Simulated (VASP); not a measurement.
# Pb (P6_3/mmc) in VASP: notebook

The runs below take Pb through single point, with PBE+D3(BJ).

Everything below comes from runs of VASP 6.6.1. Logs are shortened: lines on timing, memory, paths and dates and some standing lists are left out, and cuts for length are marked.

## Step 1: The cell of the first run

It takes space group P6_3/mmc (No. 194, hexagonal). Conventional cell: a = 3.670 Å, b = 3.670 Å, c = 5.436 Å, α = 90.00°, β = 90.00°, γ = 120.00°. Within 4.5 Å of Pb (site symmetry -6m2) lie 12 Pb at 3.45 to 3.67 Å.

## Step 2: Single point, PBE+D3(BJ)

Input file INCAR:

```
SYSTEM = Pb
ALGO = Normal
EDIFF = 1E-6
ENCUT = 520
GGA = PE
ISIF = 2
ISMEAR = 0
IVDW = 12
LASPH = .TRUE.
LCHARG = .FALSE.
LREAL = .FALSE.
LWAVE = .FALSE.
NBANDS = 21
NELM = 100
PREC = Accurate
SIGMA = 0.1
```

Input file KPOINTS:

```
k-points
0
G
  12 12 7
  0 0 0
```

Input file POSCAR:

```
Pb
1.0
    3.6697414728      0.0000000000      0.0000000000
   -1.8348707364      3.1780893408      0.0000000000
    0.0000000000      0.0000000000      5.4361017400
Pb
2
Direct
    0.6666666667      0.3333333333      0.2500000000
    0.3333333333      0.6666666667      0.7500000000
```

Potentials or basis: VASP PAW PBE potentials, release 64 (Pb_d).

On the command line:

```sh
> cat potpaw_PBE.64/Pb_d/POTCAR > POTCAR
> mpirun -np 1 vasp_std > vasp.out
```

OUTCAR:

```text
SYSTEM = Pb
   EDIFF = 1E-6
   ENCUT = 520
   GGA = PE
   ISIF = 2
   ISMEAR = 0
   IVDW = 12
   LASPH = .TRUE.
   LREAL = .FALSE.
   NELM = 100
   PREC = Accurate
 IVDW          = 12

 ion  position               nearest neighbor table
   1  0.667  0.333  0.250-   2 3.45   2 3.45   2 3.45   2 3.45   2 3.45   2 3.45
   2  0.333  0.667  0.750-   1 3.45   1 3.45   1 3.45   1 3.45   1 3.45   1 3.45

  LATTYP: Found a hexagonal cell.
 ALAT       =     3.6697414728
 C/A-ratio  =     1.4813309821

  Lattice vectors:

 A1 = (   3.6697414728,   0.0000000000,   0.0000000000)
 A2 = (  -1.8348707364,   3.1780893408,   0.0000000000)
 A3 = (   0.0000000000,   0.0000000000,   5.4361017400)

Analysis of symmetry for initial positions (statically):
=====================================================================
 Subroutine PRICEL returns:
 Original cell was already a primitive cell.

 Routine SETGRP: Setting up the symmetry group for a
 hexagonal supercell.

 Subroutine GETGRP returns: Found 24 space group operations
 (whereof 12 operations were pure point group operations)
 out of a pool of 24 trial point group operations.

The static configuration has the point symmetry D_3d.
 The point group associated with its full space group is D_6h.

Analysis of symmetry for dynamics (positions and initial velocities):
=====================================================================
 Subroutine PRICEL returns:
 Original cell was already a primitive cell.

 Routine SETGRP: Setting up the symmetry group for a
 hexagonal supercell.

 Subroutine GETGRP returns: Found 24 space group operations
 (whereof 12 operations were pure point group operations)
 out of a pool of 24 trial point group operations.

The dynamic configuration has the point symmetry D_3d.
 The point group associated with its full space group is D_6h.

 Subroutine INISYM returns: Found 24 space group operations
 (whereof 12 operations are pure point group operations),
 and found     1 'primitive' translations

----------------------------------------------------------------------------------------

                                     Primitive cell

  volume of cell :      63.4000

  direct lattice vectors                    reciprocal lattice vectors
     3.669741473  0.000000000  0.000000000     0.272498760  0.157327232  0.000000000
    -1.834870736  3.178089341  0.000000000     0.000000000  0.314654465  0.000000000
     0.000000000  0.000000000  5.436101740     0.000000000  0.000000000  0.183955350

  length of vectors
     3.669741473  3.669741473  5.436101740     0.314654465  0.314654465  0.183955350

  position of ions in fractional coordinates (direct lattice)
     0.666666667  0.333333333  0.250000000
     0.333333333  0.666666667  0.750000000

  ion indices of the primitive-cell ions
   primitive index   ion index
                 1           1
                 2           2

----------------------------------------------------------------------------------------

 KPOINTS: k-points

Automatic generation of k-mesh.
 Grid dimensions read from file:
 generate k-points for:   12   12    7

 Generating k-lattice:

  Cartesian coordinates                     Fractional coordinates (reciprocal lattice)
     0.022708230  0.013110603  0.000000000     0.083333333  0.000000000  0.000000000
     0.000000000  0.026221205  0.000000000     0.000000000  0.083333333  0.000000000
     0.000000000  0.000000000  0.026279336     0.000000000  0.000000000  0.142857143

  Length of vectors
     0.026221205  0.026221205  0.026279336

  Shift w.r.t. Gamma in fractional coordinates (k-lattice)
     0.000000000  0.000000000  0.000000000

 Subroutine IBZKPT returns following result:
 ===========================================

 Found     76 irreducible k-points:

 Following reciprocal coordinates:
            Coordinates               Weight
  0.000000  0.000000  0.000000      1.000000
  0.083333  0.000000  0.000000      6.000000
  0.166667  0.000000  0.000000      6.000000
  0.250000  0.000000  0.000000      6.000000
  0.333333  0.000000  0.000000      6.000000
  0.416667 -0.000000  0.000000      6.000000
[... 16 lines left out ...]
  0.250000  0.000000  0.142857     12.000000
  0.333333  0.000000  0.142857     12.000000
 [... further k-points ...]
   k-points           NKPTS =     76   k-points in BZ     NKDIM =     76   number of bands    NBANDS=     21
   number of dos      NEDOS =    301   number of ions     NIONS =      2
   total plane-waves  NPLWV =  31360
   dimension x,y,z NGX =    28 NGY =   28 NGZ =   40
   dimension x,y,z NGXF=    56 NGYF=   56 NGZF=   80
   ions per type =               2
   NGX,Y,Z   is equivalent  to a cutoff of  12.68, 12.68, 12.23 a.u.
   NGXF,Y,Z  is equivalent  to a cutoff of  25.37, 25.37, 24.47 a.u.
 SYSTEM =  Pb
   PREC   = accura    normal or accurate (medium, high low for compatibility)
   ISTART =      0    job   : 0-new  1-cont  2-samecut
   ICHARG =      2    charge: 1-file 2-atom 10-const
   ISPIN  =      1    spin polarized calculation?
   LNONCOLLINEAR =      F non collinear calculations
   LSORBIT =      F    spin-orbit coupling
   LASPH  =      T    aspherical Exc in radial PAW
   ENCUT  =  520.0 eV  38.22 Ry    6.18 a.u.   6.82  6.82 10.11*2*pi/ulx,y,z
   NELM   =    100;   NELMIN=  2; NELMDL= -5     # of ELM steps
   EDIFF  = 0.1E-05   stopping-criterion for ELM
   LREAL  =      F    real-space projection
   EDIFFG = 0.1E-04   stopping-criterion for IOM
   NSW    =      0    number of steps for IOM
   IBRION =     -1    ionic relax: 0-MD 1-quasi-New 2-CG
   NFREE  =      0    steps in history (QN), initial steepest desc. (CG)
   ISIF   =      2    stress and relaxation
   ISYM   =      2    0-nonsym 1-usesym 2-fastsym
   POTIM  = 0.5000    time-step for ionic-motion
   TEBEG  =    0.0;   TEEND  =   0.0 temperature during run
   PSTRESS=    0.0 pullay stress
   NELECT =      28.0000    total number of electrons
   NUPDOWN=      -1.0000    fix difference up-down
   EMIN   =  10.00;   EMAX   =-10.00  energy-range for DOS
   EFERMI =   0.00;   METHOD = LEGACY
   ISMEAR =     0;   SIGMA  =   0.10  broadening in eV -4-tet -1-fermi 0-gaus
   EFERMI_NEDOS =   21; number of points for ismear=-14 and -15
   IALGO  =     38    algorithm
   IMIX   =      4    mixing-type and parameters
     AMIX     =   0.40;   BMIX     =  1.00
     AMIX_MAG =   1.60;   BMIX_MAG =  1.00
  volume/ion in A,a.u.               =      31.70       213.92
  Fermi-wavevector in a.u.,A,eV,Ry     =   1.246707  2.355935 21.147247  1.554279
  Thomas-Fermi vector in A             =   2.380872
   LORBIT       =      0    0 simple, 1 ext, 2 COOP (PROOUT), +10 PAW based schemes
   GGA     = PE    functional components
   LHFCALC =     F    Hartree Fock is set to
   AEXX    =    0.0000 exact exchange contribution
   IVDW    =    12    specifies the selected vdW correction
   LEPSILON=     F    determine dielectric tensor
   LRPA    =     F    only Hartree local field effects (RPA)
 non-spin polarized calculation
 Gauss-broadening in eV      SIGMA  =   0.10
  energy-cutoff  :      520.00
  volume of cell :       63.40
 maximum number of plane-waves:      1731
 NGX is ok and might be reduce to    28
   NGX = 13   NGY = 13   NGZ = 21

 number of electron      27.9999998 magnetization

 Free energy of the ion-electron system (eV)
  ---------------------------------------------------
  ext. energy  EPLUGINS =         0.00000000
  ---------------------------------------------------
  free energy    TOTEN  =        -7.04340897 eV

  energy without entropy =       -7.03578079  energy(sigma->0) =       -7.03959488

 E-fermi :   6.7708     XC(G=0):  -9.9705

 val. band max:        6.7586284653   @ k =   0.3333   0.3333   0.2857
 cond. band min:       6.7927742950   @ k =   0.4167   0.1667   0.4286
 fundamental gap:      0.0341458297
 Fermi energy:         6.7707638182

 k-point     1 :       0.0000    0.0000    0.0000
  band No.  band energies     occupation
      1     -10.2832      2.00000
      2     -10.2365      2.00000
      3     -10.2365      2.00000
      4     -10.2323      2.00000
      5     -10.2323      2.00000
      6     -10.2084      2.00000
[... 13 lines left out ...]
     20      15.1934      0.00000
     21      18.1041      0.00000

 k-point     2 :       0.0833    0.0000    0.0000
  band No.  band energies     occupation
      1     -10.2829      2.00000
      2     -10.2445      2.00000
      3     -10.2422      2.00000
      4     -10.2407      2.00000
      5     -10.2217      2.00000
      6     -10.2028      2.00000
[... 13 lines left out ...]
     20      15.4618      0.00000
     21      17.7938      0.00000

 k-point     3 :       0.1667    0.0000    0.0000
  band No.  band energies     occupation
      1     -10.2981      2.00000
      2     -10.2571      2.00000
      3     -10.2529      2.00000
      4     -10.2461      2.00000
      5     -10.1927      2.00000
      6     -10.1893      2.00000
[... 13 lines left out ...]
     20      16.6068      0.00000
     21      16.7836      0.00000

 k-point     4 :       0.2500    0.0000    0.0000
  band No.  band energies     occupation
      1     -10.3263      2.00000
      2     -10.2759      2.00000
      3     -10.2715      2.00000
      4     -10.2381      2.00000
      5     -10.1716      2.00000
      6     -10.1534      2.00000
[... 13 lines left out ...]
     20      15.8648      0.00000
     21      17.0979      0.00000

 k-point     5 :       0.3333    0.0000    0.0000
  band No.  band energies     occupation
      1     -10.3531      2.00000
      2     -10.2934      2.00000
      3     -10.2925      2.00000
      4     -10.2349      2.00000
      5     -10.1525      2.00000
      6     -10.1141      2.00000
[... 13 lines left out ...]
     20      15.2365      0.00000
     21      16.8011      0.00000
[... 382 lines left out ...]
     20      15.4702      0.00000
     21      17.4010      0.00000

 k-point    22 :       0.1667    0.0000    0.1429
  band No.  band energies     occupation
      1     -10.3004      2.00000
      2     -10.2606      2.00000
      3     -10.2563      2.00000
      4     -10.2434      2.00000
      5     -10.1942      2.00000
      6     -10.1799      2.00000
[... 13 lines left out ...]
     20      16.1242      0.00000
     21      16.9098      0.00000

 k-point    23 :       0.2500    0.0000    0.1429
  band No.  band energies     occupation
      1     -10.3255      2.00000
      2     -10.2752      2.00000
      3     -10.2694      2.00000
      4     -10.2392      2.00000
      5     -10.1734      2.00000
      6     -10.1480      2.00000
[... 13 lines left out ...]
     20      15.2463      0.00000
     21      17.5316      0.00000

 k-point    24 :       0.3333    0.0000    0.1429
  band No.  band energies     occupation
      1     -10.3485      2.00000
      2     -10.3009      2.00000
      3     -10.2820      2.00000
      4     -10.2331      2.00000
      5     -10.1542      2.00000
      6     -10.1240      2.00000
[... 13 lines left out ...]
     20      14.6137      0.00000
     21      17.6068      0.00000

 [... further k-points ...]

------------------------ aborting loop because EDIFF is reached ----------------------------------------

 Edisp (eV)   -0.78357

 E8    (eV) :    -0.3973

  FORCE on cell =-STRESS in cart. coord.  units (eV):
  Direction    XX          YY          ZZ          XY          YZ          ZX
  --------------------------------------------------------------------------------------
  -------------------------------------------------------------------------------------
  Total      -1.12561    -1.12561     0.34654     0.00000    -0.00000     0.00000
  in kB     -28.44528   -28.44528     8.75740     0.00000    -0.00000     0.00000
  external pressure =      -16.04 kB  Pullay stress =        0.00 kB

 VOLUME and BASIS-vectors are now :
 -----------------------------------------------------------------------------
  energy-cutoff  :      520.00
  volume of cell :       63.40
      direct lattice vectors                 reciprocal lattice vectors
     3.669741473  0.000000000  0.000000000     0.272498760  0.157327232  0.000000000
    -1.834870736  3.178089341  0.000000000     0.000000000  0.314654465  0.000000000
     0.000000000  0.000000000  5.436101740     0.000000000  0.000000000  0.183955350

 POSITION                                       TOTAL-FORCE (eV/Angst)
 -----------------------------------------------------------------------------------
      1.83487      1.05936      1.35903        -0.000000     -0.000000      0.000000
     -0.00000      2.11873      4.07708         0.000000      0.000000      0.000000
 -----------------------------------------------------------------------------------
    total drift:                               -0.000000      0.000000      0.000000

  FREE ENERGIE OF THE ION-ELECTRON SYSTEM (eV)
  ---------------------------------------------------
  free  energy   TOTEN  =        -7.8269760729 eV

  energy  without entropy=       -7.8193478922  energy(sigma->0) =       -7.82316198
```

Run time: 37 s. Hardware: 1 thread of AMD EPYC 9R14 (Zen 4), shared host; peak memory 0.2 GiB.

Results:

```
Free energy                : -7.8270 eV
Pressure                   : -1.6 GPa
Band gap on the k mesh     : zero (band 14 reaches 11.44 eV, above the bottom of band 15 at 4.80 eV)
Dispersion energy per atom : -0.392 eV
```

Caveat: spin-orbit coupling is left out, which moves the levels of the heavy elements; pairwise dispersion overbinds metals, which lowers pressure and volume.

(Part 1 of 2 ends here.)
